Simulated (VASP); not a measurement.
Here is a VASP 6.6.1 calculation.

File INCAR:

```
SYSTEM = EuS
PREC = Accurate ; ENCUT = 600
EDIFF = 1E-6 ; ISMEAR = 0
SIGMA = 0.05 ; LREAL = .False.
LASPH = .True. ; NELM = 200
ALGO = Normal ; ISIF = 2
LWAVE = .False. ; LCHARG = .False.
ISPIN = 2 ; MAGMOM = 7 0
LORBIT = 11 ; LMAXMIX = 6
LDAU = .True. ; LDAUTYPE = 2
LDAUL = 3 -1 ; LDAUU = 6 0
LDAUJ = 0 0 ; LDAUPRINT = 1
GGA = PE ; NBANDS = 22
GGA_COMPAT = .False.
```

KPOINTS

```
regular mesh
0
Gamma
  8 8 8
  0 0 0
```

POSCAR

```
EuS
1.0
    0.0000000000      2.9785000000      2.9785000000
    2.9785000000      0.0000000000      2.9785000000
    2.9785000000      2.9785000000      0.0000000000
Eu S
1 1
Direct
    0.0000000000      0.0000000000      0.0000000000
    0.5000000000      0.5000000000      0.5000000000
```

Potentials or basis: VASP PAW PBE potentials, release 64 (Eu, S).

The run is started by

```console
$ cat potpaw_PBE.64/Eu/POTCAR potpaw_PBE.64/S/POTCAR > POTCAR
$ mpirun -np 1 vasp_std > vasp.out
```

Question: Estimate the net moment.

Answer: 7.00 μB per cell.

Question: Predict the site moments.

Answer: Eu +6.72; S -0.06 μB.

Question: Estimate the band gap on the k mesh.

Answer: 0.42 eV, indirect (least direct gap 0.69 eV).

Question: Estimate the pressure.

Answer: 1.0 GPa.

Eigenvalues of the final occupation matrices:
```csv
site,spin,trace,eigenvalues
site 1 f,1,6.83,0.97 0.97 0.97 0.98 0.98 0.98 0.98
site 1 f,2,0.01,0.00 0.00 0.00 0.00 0.00 0.00 0.00
```

Caveat: spin-orbit coupling is left out, which moves the levels of the heavy elements; a cell with one magnetic atom can't hold antiferromagnetic order, which such compounds often take. The state reached can hang on the start; a lower one may exist.
